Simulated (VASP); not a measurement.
## TiAl: single point with PBE

Crystal: TiAl.

```
CELL_PARAMETERS angstrom
2.90499 0.00000 0.00000
-1.45250 2.51580 0.00000
0.00000 0.00000 4.73964
ATOMIC_POSITIONS crystal
Ti 0.00000 0.00000 0.00000
Al 0.33333 0.66667 0.50000
```

| Property | Result |
| --- | --- |
| Program | VASP 6.6.1 |
| Task | single point |
| Functional | PBE |
| Potentials or basis | VASP PAW PBE potentials, release 64 (Ti_sv, Al) |
| Cutoff | 520 eV |
| k mesh | 11 × 11 × 6 |
| Occupations | fermi-dirac, width 0.05 eV |
| Spin | no spin polarisation |

```yaml
Pressure: -3.7 GPa
```

Stress tensor (GPa, compression positive):
```
-2.88  0.00  0.00
 0.00 -2.88  0.00
 0.00  0.00 -5.27
```

Levels at points of the mesh, in eV from the Fermi level:
```tsv
k point	band 3	band 4	band 5	band 6	band 7	band 8	band 9	band 10	band 11	band 12
(0.00, 0.00, 0.00)	-32.54	-32.54	-8.71	-2.24	-1.78	1.24	1.24	2.65	2.65	3.72
(0.00, 0.00, 0.50)	-32.54	-32.54	-7.86	-5.15	-0.38	1.25	1.25	2.58	2.58	6.66
```

It took 38 s on 1 thread of AMD EPYC 7R13 Processor (Zen 3) (shared host), peak memory 0.14 GiB.
